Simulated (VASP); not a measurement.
# W16N (a cell with a defect) in VASP: single point with PBEsol

Aim: the single point of W16N (a cell with a defect) with PBEsol.

Everything below comes from runs of VASP 6.6.1. Logs are shortened: lines on timing, memory, paths and dates and some standing lists are left out, and cuts for length are marked.

### 1 The cell of the first run

The cell holds a defect, 17 atoms: a = 6.320 Å, b = 6.320 Å, c = 6.320 Å, α = 90.00°, β = 90.00°, γ = 90.00°.

### 2 Single point, PBEsol

INCAR

```
PREC = Accurate
ENCUT = 520
EDIFF = 1E-6
ISMEAR = -1
SIGMA = 0.1
LREAL = Auto
LASPH = T
NELM = 80
ALGO = Normal
ISIF = 2
LWAVE = F
LCHARG = F
GGA = PS
NBANDS = 128
```

KPOINTS

```
Automatic mesh
0
Gamma
  3 3 3
```

POSCAR

```
W16N
1.0
    6.3200000000      0.0000000000      0.0000000000
    0.0000000000      6.3200000000      0.0000000000
    0.0000000000      0.0000000000      6.3200000000
W N
16 1
Direct
   -0.0015526899     -0.0027050633     -0.0042710443
    0.5010042722     -0.0027049051     -0.0042707278
   -0.0331544304      0.5098792722     -0.0043640823
   -0.0007783228     -0.0034507911      0.4957321203
    0.2497262658      0.2441101266      0.2566181962
    0.5326072785      0.5098802215     -0.0043623418
    0.5002300633     -0.0034511076      0.4957324367
    0.7497265823      0.2503710443      0.2502123418
   -0.0014090190      0.5018705696      0.4957537975
    0.2497268987      0.7563242089      0.2469435127
    0.2497262658      0.2443226266      0.7349637658
    0.5008615506      0.5018699367      0.4957541139
    0.7497275316      0.7612362342      0.2516007911
    0.7497262658      0.2503378165      0.7412115506
    0.2497270570      0.7564267405      0.7443837025
    0.7497270570      0.7612914557      0.7397930380
    0.2497267405      0.4168378165     -0.0039621835
```

Potentials or basis: VASP PAW PBE potentials, release 64 (W_sv, N).

On the command line:

```console
$ cat potpaw_PBE.64/W_sv/POTCAR potpaw_PBE.64/N/POTCAR > POTCAR
$ mpirun -np 1 vasp_std > vasp.out
```

OUTCAR:

```text
PREC = Accurate
   ENCUT = 520
   EDIFF = 1E-6
   ISMEAR = -1
   LREAL = Auto
   LASPH = T
   NELM = 80
   ISIF = 2
   GGA = PS

 ion  position               nearest neighbor table
   1  0.998  0.997  0.996-  13 2.70  16 2.70  10 2.71  15 2.71   8 2.76  14 2.76   5 2.77  11 2.77
                             3 3.09   2 3.14   4 3.16   4 3.16   2 3.18   3 3.25
   2  0.501  0.997  0.996-  13 2.70  16 2.70  10 2.71  15 2.71   8 2.76  14 2.76   5 2.77  11 2.77
                             6 3.09   1 3.14   7 3.16   7 3.16   1 3.18   6 3.25
   3  0.967  0.510  0.996-  17 1.88  16 2.65  13 2.65  14 2.68   8 2.68   6 2.74  10 2.85  15 2.85
                            11 2.95   5 2.96   1 3.09   9 3.17   9 3.17   1 3.25
   4  0.999  0.997  0.496-  16 2.66  13 2.66   5 2.69  11 2.69  15 2.70  10 2.70  14 2.73   8 2.73
                             9 3.13   7 3.15   1 3.16   1 3.16   7 3.17   9 3.19
   5  0.250  0.244  0.257-  17 1.98   7 2.69   4 2.69  12 2.73   9 2.73   2 2.77   1 2.77   6 2.96
                             3 2.96  11 3.02  10 3.08   8 3.16   8 3.16  10 3.24  11 3.30
   6  0.533  0.510  0.996-  17 1.88  16 2.65  13 2.65  14 2.68   8 2.68   3 2.74  10 2.85  15 2.85
                            11 2.95   5 2.96   2 3.09  12 3.17  12 3.17   2 3.25
   7  0.500  0.997  0.496-  16 2.66  13 2.66   5 2.69  11 2.69  15 2.70  10 2.70  14 2.73   8 2.73
                            12 3.13   4 3.15   2 3.16   2 3.16   4 3.17  12 3.19
   8  0.750  0.250  0.250-   6 2.68   3 2.68   9 2.72  12 2.72   4 2.73   7 2.73   1 2.76   2 2.76
                            13 3.09  14 3.10   5 3.16   5 3.16  14 3.22  13 3.23
   9  0.999  0.502  0.496-  14 2.72   8 2.72  11 2.73   5 2.73  16 2.75  13 2.75  15 2.75  10 2.75
                             4 3.13  12 3.15   3 3.17   3 3.17  12 3.17   4 3.19
  10  0.250  0.756  0.247-   7 2.70   4 2.70   2 2.71   1 2.71  12 2.75   9 2.75   6 2.85   3 2.85
                             5 3.08  15 3.14  13 3.16  13 3.16  15 3.18   5 3.24
  11  0.250  0.244  0.735-  17 1.98   7 2.69   4 2.69  12 2.73   9 2.73   2 2.77   1 2.77   3 2.95
                             6 2.95   5 3.02  15 3.08  14 3.16  14 3.16  15 3.24   5 3.30
  12  0.501  0.502  0.496-  14 2.72   8 2.72  11 2.73   5 2.73  16 2.75  13 2.75  15 2.75  10 2.75
                             7 3.13   9 3.15   6 3.17   6 3.17   9 3.17   7 3.19
  13  0.750  0.761  0.252-   6 2.65   3 2.65   4 2.66   7 2.66   1 2.70   2 2.70   9 2.75  12 2.75
                            16 3.09   8 3.09  10 3.16  10 3.16   8 3.23  16 3.23
  14  0.750  0.250  0.741-   3 2.68   6 2.68  12 2.72   9 2.72   4 2.73   7 2.73   1 2.76   2 2.76
                            16 3.09   8 3.10  11 3.16  11 3.16   8 3.22  16 3.23
  15  0.250  0.756  0.744-   7 2.70   4 2.70   2 2.71   1 2.71  12 2.75   9 2.75   6 2.85   3 2.85
                            11 3.08  10 3.14  16 3.16  16 3.16  10 3.18  11 3.24
  16  0.750  0.761  0.740-   3 2.65   6 2.65   4 2.66   7 2.66   1 2.70   2 2.70   9 2.75  12 2.75
                            13 3.09  14 3.09  15 3.16  15 3.16  14 3.23  13 3.23
  17  0.250  0.417  0.996-   6 1.88   3 1.88   5 1.98  11 1.98

  LATTYP: Found a simple cubic cell.
 ALAT       =     6.3200000000

  Lattice vectors:

 A1 = (   6.3200000000,   0.0000000000,   0.0000000000)
 A2 = (   0.0000000000,   6.3200000000,   0.0000000000)
 A3 = (   0.0000000000,   0.0000000000,   6.3200000000)

Analysis of symmetry for initial positions (statically):
=====================================================================
 Subroutine PRICEL returns:
 Original cell was already a primitive cell.

 Routine SETGRP: Setting up the symmetry group for a
 simple cubic supercell.

 Subroutine GETGRP returns: Found  2 space group operations
 (whereof  1 operations were pure point group operations)
 out of a pool of 48 trial point group operations.

The static configuration has the point symmetry C_1 .
 The point group associated with its full space group is C_1h.

Analysis of symmetry for dynamics (positions and initial velocities):
=====================================================================
 Subroutine PRICEL returns:
 Original cell was already a primitive cell.

 Routine SETGRP: Setting up the symmetry group for a
 simple cubic supercell.

 Subroutine GETGRP returns: Found  2 space group operations
 (whereof  1 operations were pure point group operations)
 out of a pool of 48 trial point group operations.

The dynamic configuration has the point symmetry C_1 .
 The point group associated with its full space group is C_1h.

 Subroutine INISYM returns: Found  2 space group operations
 (whereof  1 operations are pure point group operations),
 and found     1 'primitive' translations

----------------------------------------------------------------------------------------

                                     Primitive cell

  volume of cell :     252.4360

  direct lattice vectors                    reciprocal lattice vectors
     6.320000000  0.000000000  0.000000000     0.158227848  0.000000000  0.000000000
[... 63 lines left out ...]
  Shift w.r.t. Gamma in fractional coordinates (k-lattice)
     0.000000000  0.000000000  0.000000000

 Subroutine IBZKPT returns following result:
 ===========================================

 Found     10 irreducible k-points:

 Following reciprocal coordinates:
            Coordinates               Weight
  0.000000  0.000000  0.000000      1.000000
  0.333333  0.000000  0.000000      2.000000
  0.000000  0.333333  0.000000      2.000000
  0.000000  0.000000  0.333333      2.000000
  0.333333  0.333333  0.000000      4.000000
  0.000000  0.333333  0.333333      2.000000
  0.333333  0.000000  0.333333      4.000000
  0.000000 -0.333333  0.333333      2.000000
  0.333333  0.333333  0.333333      4.000000
 -0.333333 -0.333333  0.333333      4.000000
   k-points           NKPTS =     10   k-points in BZ     NKDIM =     10   number of bands    NBANDS=    128
   number of dos      NEDOS =    301   number of ions     NIONS =     17
   total plane-waves  NPLWV = 110592
   dimension x,y,z NGX =    48 NGY =   48 NGZ =   48
   dimension x,y,z NGXF=    96 NGYF=   96 NGZF=   96
   ions per type =              16   1
   NGX,Y,Z   is equivalent  to a cutoff of  12.63, 12.63, 12.63 a.u.
   NGXF,Y,Z  is equivalent  to a cutoff of  25.25, 25.25, 25.25 a.u.
 SYSTEM =  unknown system
   PREC   = accura    normal or accurate (medium, high low for compatibility)
   ISTART =      0    job   : 0-new  1-cont  2-samecut
   ICHARG =      2    charge: 1-file 2-atom 10-const
   ISPIN  =      1    spin polarized calculation?
   LNONCOLLINEAR =      F non collinear calculations
   LSORBIT =      F    spin-orbit coupling
   LASPH  =      T    aspherical Exc in radial PAW
   ENCUT  =  520.0 eV  38.22 Ry    6.18 a.u.  11.75 11.75 11.75*2*pi/ulx,y,z
   NELM   =     80;   NELMIN=  2; NELMDL= -5     # of ELM steps
   EDIFF  = 0.1E-05   stopping-criterion for ELM
   LREAL  =      T    real-space projection
   EDIFFG = 0.1E-04   stopping-criterion for IOM
   NSW    =      0    number of steps for IOM
   IBRION =     -1    ionic relax: 0-MD 1-quasi-New 2-CG
   NFREE  =      0    steps in history (QN), initial steepest desc. (CG)
   ISIF   =      2    stress and relaxation
   ISYM   =      2    0-nonsym 1-usesym 2-fastsym
   POTIM  = 0.5000    time-step for ionic-motion
   TEBEG  =    0.0;   TEEND  =   0.0 temperature during run
   PSTRESS=    0.0 pullay stress
   NELECT =     229.0000    total number of electrons
   NUPDOWN=      -1.0000    fix difference up-down
   EMIN   =  10.00;   EMAX   =-10.00  energy-range for DOS
   EFERMI =   0.00;   METHOD = LEGACY
   ISMEAR =    -1;   SIGMA  =   0.10  broadening in eV -4-tet -1-fermi 0-gaus
   EFERMI_NEDOS =   21; number of points for ismear=-14 and -15
   IALGO  =     38    algorithm
   IMIX   =      4    mixing-type and parameters
     AMIX     =   0.40;   BMIX     =  1.00
     AMIX_MAG =   1.60;   BMIX_MAG =  1.00
  volume/ion in A,a.u.               =      14.85       100.21
  Fermi-wavevector in a.u.,A,eV,Ry     =   1.584782  2.994804 34.171502  2.511535
  Thomas-Fermi vector in A             =   2.684347
   LORBIT       =      0    0 simple, 1 ext, 2 COOP (PROOUT), +10 PAW based schemes
   GGA     = PS    functional components
   LHFCALC =     F    Hartree Fock is set to
   AEXX    =    0.0000 exact exchange contribution
   IVDW    =     0    specifies the selected vdW correction
   LEPSILON=     F    determine dielectric tensor
   LRPA    =     F    only Hartree local field effects (RPA)
 non-spin polarized calculation
  energy-cutoff  :      520.00
  volume of cell :      252.44
 maximum number of plane-waves:      6859
   NGX = 23   NGY = 23   NGZ = 23

 number of electron     228.9999999 magnetization

 Free energy of the ion-electron system (eV)
  ---------------------------------------------------
  ext. energy  EPLUGINS =         0.00000000
  ---------------------------------------------------
  free energy    TOTEN  =      -227.60521376 eV

  energy without entropy =     -227.29816097  energy(sigma->0) =     -227.45168737

 E-fermi :  11.6621     XC(G=0): -13.8992

 val. band max:       11.6177307681   @ k =   0.3333   0.0000   0.3333
 cond. band min:      11.6848509899   @ k =   0.0000   0.3333   0.3333
 fundamental gap:      0.0671202218
 Fermi energy:        11.6621092468

 k-point     1 :       0.0000    0.0000    0.0000
  band No.  band energies     occupation
      1     -62.5292      2.00000
      2     -62.4976      2.00000
      3     -62.4241      2.00000
      4     -62.3730      2.00000
      5     -62.3660      2.00000
      6     -62.3425      2.00000
[... 1279 lines left out ...]
    125      13.5312      0.00000
    126      13.6258      0.00000
 [bands above 126 left out]

------------------------ aborting loop because EDIFF is reached ----------------------------------------

  FORCE on cell =-STRESS in cart. coord.  units (eV):
  Direction    XX          YY          ZZ          XY          YZ          ZX
  --------------------------------------------------------------------------------------
  -------------------------------------------------------------------------------------
  Total       24.1720662     13.4574755     12.3782553      0.0000000     -0.0508820      0.0000000
  in kB      153.4168714     85.4127971     78.5631307      0.0000000     -0.3229410      0.0000000
  external PRESSURE =     105.7975998 kB  Pullay stress =       0.0000000 kB

 VOLUME and BASIS-vectors are now :
 -----------------------------------------------------------------------------
  energy-cutoff  :      520.00
  volume of cell :      252.44
      direct lattice vectors                 reciprocal lattice vectors
     6.320000000  0.000000000  0.000000000     0.158227848  0.000000000  0.000000000
     0.000000000  6.320000000  0.000000000     0.000000000  0.158227848  0.000000000
     0.000000000  0.000000000  6.320000000     0.000000000  0.000000000  0.158227848

 POSITION                                       TOTAL-FORCE (eV/Angst)
 -----------------------------------------------------------------------------------
      6.31019      6.30290      6.29301        -0.013165     -0.026509     -0.001165
      3.16635      6.30290      6.29301         0.013165     -0.026509     -0.001165
      6.11046      3.22244      6.29242        -0.247495      0.062146     -0.004131
      6.31508      6.29819      3.13303         0.056964      0.007970      0.000652
      1.57827      1.54278      1.62183         0.000000     -0.122169     -0.147892
      3.36608      3.22244      6.29243         0.247495      0.062146     -0.004131
[... 9 lines left out ...]
      4.73828      4.81136      4.67549         0.000000     -0.025942     -0.048017
      1.57827      2.63442      6.29496         0.000000      0.587651      0.005592
 -----------------------------------------------------------------------------------
    total drift:                                0.032029      0.005609      0.008830

  FREE ENERGIE OF THE ION-ELECTRON SYSTEM (eV)
  ---------------------------------------------------
  free  energy   TOTEN  =      -227.6052137610 eV

  energy  without entropy=     -227.2981609712  energy(sigma->0) =     -227.45168737
```

It took 8 min on 1 thread of Intel Xeon Platinum 8488C (Sapphire Rapids), shared host; peak memory 0.45 GiB.

Results:

| Item | Value |
| --- | --- |
| Free energy | -227.6052 eV |
| Pressure | 10.6 GPa |
| Largest force | 0.588 eV/Å |
| Band gap on the k mesh | zero (an odd number of electrons rules out a gap without spin polarisation) |

Forces on the atoms (eV/Å):
```
W   -0.013 -0.027 -0.001
W    0.013 -0.027 -0.001
W   -0.247  0.062 -0.004
W    0.057  0.008  0.001
W    0.000 -0.122 -0.148
W    0.247  0.062 -0.004
W   -0.057  0.008  0.001
W    0.000 -0.078  0.034
W    0.034 -0.041 -0.001
W    0.000 -0.075  0.006
W    0.000 -0.126  0.150
W   -0.034 -0.041 -0.001
W    0.000 -0.018  0.050
W    0.000 -0.075 -0.032
W    0.000 -0.073 -0.007
W    0.000 -0.026 -0.048
N    0.000  0.588  0.006
```

Stress tensor (GPa, compression positive):
```
15.34  0.00  0.00
 0.00  8.54 -0.03
 0.00 -0.03  7.86
```

Levels at points of the mesh, in eV from the Fermi level:
```csv
k point,band 111,band 112,band 113,band 114,band 115,band 116,band 117,band 118
"(0.00, 0.00, 0.00)",-0.55,-0.53,-0.49,0.20,0.23,0.47,0.60,0.67
```

Caveat: the PAW data sets were made with another functional, which shifts forces and pressure a little; spin-orbit coupling is left out, which moves the levels of the heavy elements.
